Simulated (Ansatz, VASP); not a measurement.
BaHfO3: VASP beside Ansatz

Contents of INCAR:

```
SYSTEM = BaHfO3
ALGO = Normal
EDIFF = 1E-7
ENCUT = 520
GGA = PE
ISIF = 2
ISMEAR = 0
LASPH = .True.
LCHARG = .False.
LREAL = .False.
LWAVE = .False.
NBANDS = 27
NELM = 60
PREC = Accurate
SIGMA = 0.05
```

KPOINTS

```
k-points
0
Gamma
  6 6 6
  0 0 0
```

Contents of POSCAR:

```
BaHfO3
1.0
    3.9496981924      0.0000000000      0.0000000000
    0.0000000000      3.9496981924      0.0000000000
    0.0000000000      0.0000000000      3.9504653228
Ba Hf O
1 1 3
Direct
    0.5000000000      0.5000000000      0.9964249600
    0.0000000000      0.0000000000      0.4978753300
    0.0000000000      0.5000000000      0.4988901400
    0.5000000000      0.0000000000      0.4988901400
    0.0000000000      0.0000000000      0.9979412200
```

Input for Ansatz:

```yaml
crystal:
  lattice:
    - [3.9496981924, 0.0, 0.0]
    - [0.0, 3.9496981924, 0.0]
    - [0.0, 0.0, 3.9504653228]
  atoms:
    - { symbol: Ba, position: [0.5, 0.5, 0.99642496] }
    - { symbol: Hf, position: [0.0, 0.0, 0.49787533] }
    - { symbol: O, position: [0.0, 0.5, 0.49889014] }
    - { symbol: O, position: [0.5, 0.0, 0.49889014] }
    - { symbol: O, position: [0.0, 0.0, 0.99794122] }
basis:
  ecutwfc: 500
  fft_grid_basis: typed
kpoints:
  mp_grid: { grid: [6, 6, 6] }
hamiltonian:
  xc: pbe
scf:
  occupations: { method: gaussian, width: 0.05 }
output:
  forces: true
  stress: true
  eigenvalues: true
  bader: true
  write_density: true
  volumetric_format: npy
  elf: true
```

Alike in both runs: task single point; functional PBE; k mesh 6 × 6 × 6; occupations gaussian, width 0.05 eV; no spin polarisation.

```csv
,VASP,Ansatz
version,VASP 6.6.1,Ansatz 0.2.0
potentials or method,"VASP PAW PBE potentials, release 64 (Ba_sv, Hf_pv, O), cutoff 520 eV","scalar-relativistic, plane waves, PAW"
valence electrons in the cell,38,54
```

```csv
,VASP,Ansatz,Ansatz less VASP
gap on the k mesh at the Fermi level (eV),3.79,3.70,-0.097
rms of the force components (eV/Å),0.021,0.019,-0.0016
```

Atom by atom the forces differ by 0.003 eV/Å (rms over components). With one functional, cell and mesh, what is left measures potentials, basis and numerics. VASP's potentials hold 38 valence electrons a cell and Ansatz's 54, so a difference there can come from the potentials and not from the codes.

Neither program's run includes spin-orbit coupling.
